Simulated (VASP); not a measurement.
Si2C:

```xyz
6
Lattice="3.4408 0.0000 0.0000 -1.7204 2.9798 0.0000 0.0000 0.0000 8.4281" Properties=species:S:1:pos:R:3 pbc="T T T"
Si    0.0000    1.9865    0.3512
Si    1.7204    0.9933    5.9699
Si    0.0000    1.9865    2.4582
Si    1.7204    0.9933    8.0770
C     0.0000    0.0000    3.1606
C     0.0000    0.0000    5.2676
```

* Program: VASP 6.6.1
* Task: relaxation of cell and atoms
* Functional: PBE
* Potentials or basis: VASP PAW PBE potentials, release 64 (Si, C)
* Cutoff: 600 eV
* k mesh: 6 × 6 × 2
* Occupations: gaussian, width 0.1 eV
* Spin: no spin polarisation

At the start: pressure 5.0 GPa; volume 14.40 Å³/atom.

Question: Where does the relaxation end?

Answer: Over 14 steps the energy falls by 523.9 meV/atom and the volume is 13.25 Å³/atom (-8.0 %); space group P-3m1 (No. 164, to 0.1 Å) before and after.

Step by step:
```tsv
step	energy change (eV)	largest force (eV/Å)	pressure (GPa)	volume (Å³)
1	0.0000	6.2952	4.96	86.41
2	-1.1555	3.5396	-5.55	91.96
3	-1.3392	3.2066	-4.24	90.20
4	-2.2337	1.9373	-5.94	87.13
5	-2.3849	2.0574	-6.00	85.53
6	-2.9312	0.8300	6.02	77.33
7	-2.9313	0.7685	6.38	77.16
8	-2.9978	2.2156	0.63	79.24
9	-3.0901	0.7258	2.72	78.40
10	-3.1096	0.3550	-3.16	80.89
11	-3.1345	0.2905	-0.78	79.79
12	-3.1433	0.0479	0.11	79.40
13	-3.1433	0.0490	0.13	79.39
14	-3.1436	0.0355	-0.02	79.48
```

Final structure:
```yaml
crystal:
  lattice:
    - [3.21065, 0.00000, 0.00000]
    - [-1.60533, 2.78051, 0.00000]
    - [0.00000, 0.00000, 8.90294]
  atoms:
    - { symbol: Si, position: [0.33333, 0.66667, 0.07310] }
    - { symbol: Si, position: [0.66667, 0.33333, 0.66407] }
    - { symbol: Si, position: [0.33333, 0.66667, 0.33593] }
    - { symbol: Si, position: [0.66667, 0.33333, 0.92690] }
    - { symbol: C, position: [0.00000, 0.00000, 0.40891] }
    - { symbol: C, position: [0.00000, 0.00000, 0.59109] }
```

Caveat: the k points lie up to 0.38 Å⁻¹ apart in the final cell, too coarse for converged energies and pressures of a metal.
